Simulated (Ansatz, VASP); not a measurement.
## One calculation of HfWS4, two programs

```
CELL_PARAMETERS angstrom
5.34424 0.00000 0.00000
0.00000 5.34424 0.00000
0.00000 0.00000 5.34424
ATOMIC_POSITIONS crystal
Hf 0.00000 0.00000 0.00000
W 0.50000 0.50000 0.50000
S 0.74155 0.74155 0.74155
S 0.25845 0.25845 0.74155
S 0.25845 0.74155 0.25845
S 0.74155 0.25845 0.25845
```

Alike in both runs: functional PBE; k mesh 8 × 8 × 8; occupations gaussian, width 0.1 eV; no spin polarisation.

Ansatz relaxed the structure, and its values are those at the end. VASP's run is a single point on that final structure, the one shown.

|  | VASP | Ansatz |
| --- | --- | --- |
| version | VASP 6.6.1 | Ansatz 0.2.0 |
| potentials or method | VASP PAW PBE potentials, release 64 (Hf_pv, W_sv, S), cutoff 520 eV | scalar-relativistic, plane waves, PAW |
| valence electrons in the cell | 48 | 64 |

|  | VASP | Ansatz | Ansatz less VASP |
| --- | --- | --- | --- |
| gap on the k mesh at the Fermi level (eV) | none | none | - |
| pressure (GPa) | -0.1 | 0.0 | +0.14 |
| rms of the force components (eV/Å) | 0.015 | 0.003 | -0.0121 |

A gap of «none» marks a metal or a gap that the smearing closes. VASP's potentials hold 48 valence electrons a cell and Ansatz's 64, so a difference there can come from the potentials and not from the codes.

Spin-orbit coupling is off throughout.
